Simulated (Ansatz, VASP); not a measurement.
TaN in VASP and in Ansatz

The input INCAR:

```
  ALGO = Normal
  EDIFF = 1E-7
  ENCUT = 520
  GGA = PS
  ISIF = 2
  ISMEAR = 0
  LASPH = True
  LCHARG = True
  LELF = True
  LREAL = False
  LVHAR = True
  LWAVE = False
  NBANDS = 24
  NELM = 60
  PREC = Accurate
  SIGMA = 0.15
```

File KPOINTS:

```
k-points
0
Gamma
  14 14 10
```

The input POSCAR:

```
TaN
1.0
    0.0000000000     -2.1874436362     -2.1874436362
    0.0000000000      2.1874436362     -2.1874436362
    4.3748872723      0.0000000000      0.0000000000
Ta N
2 2
Direct
    0.5118583951      0.4881416049     -0.0139207852
   -0.0118583951      0.0118583951      0.5139207852
    0.4869710929      0.5130289071      0.4701706600
    0.0130289071     -0.0130289071      0.0298293400
```

Input for Ansatz:

```yaml
crystal:
  lattice:
    - [0.0, -2.1874436362, -2.1874436362]
    - [0.0, 2.1874436362, -2.1874436362]
    - [4.3748872723, 0.0, 0.0]
  atoms:
    - { symbol: Ta, position: [0.5118583951, 0.4881416049, -0.0139207852] }
    - { symbol: Ta, position: [-0.0118583951, 0.0118583951, 0.5139207852] }
    - { symbol: "N", position: [0.4869710929, 0.5130289071, 0.47017066] }
    - { symbol: "N", position: [0.0130289071, -0.0130289071, 0.02982934] }
basis:
  ecutwfc: 520.0
kpoints:
  mp_grid: { grid: [14, 14, 10] }
hamiltonian:
  xc: pbesol
  pseudopotentials: { kind: paw, azcp: { folder: soft_1 } }
scf:
  occupations: { method: gaussian, width: 0.15 }
output:
  forces: true
  stress: true
  eigenvalues: true
  write_density: true
  write_potential: true
  elf: true
  volumetric_format: npy
```

Change from the starting cell: mode 1 frozen in at -0.131 Å and mode 2 at -0.057 Å (largest displacements).

Alike in both runs: task single point; functional PBEsol; k mesh 14 × 14 × 10; occupations gaussian, width 0.15 eV; no spin polarisation.

```csv
,VASP,Ansatz
version,VASP 6.6.1,Ansatz 0.2.0
potentials or method,"VASP PAW PBE potentials, release 64 (Ta_pv, N), cutoff 520 eV","scalar-relativistic, plane waves, PAW"
valence electrons in the cell,32,36
```

VASP gave:

- gap on the k mesh at the Fermi level (eV): none
- pressure (GPa): 1.5
- traceless stress, the component that is largest in VASP (GPa): 8.04
- rms of the force components (eV/Å): 0.544

Q: What did Ansatz give for the same quantities?

A: gap on the k mesh at the Fermi level (eV): none; pressure (GPa): 0.2; traceless stress, the component that is largest in VASP (GPa): 7.93; rms of the force components (eV/Å): 0.532.

VASP's potentials were made for PBE, not for PBEsol, and Ansatz warns of the same on its side. Atom by atom the forces differ by 0.013 eV/Å (rms over components). A gap of «none» marks a metal or a gap that the smearing closes. VASP's potentials hold 32 valence electrons a cell and Ansatz's 36, so a difference there can come from the potentials and not from the codes.

Spin-orbit coupling is off throughout.
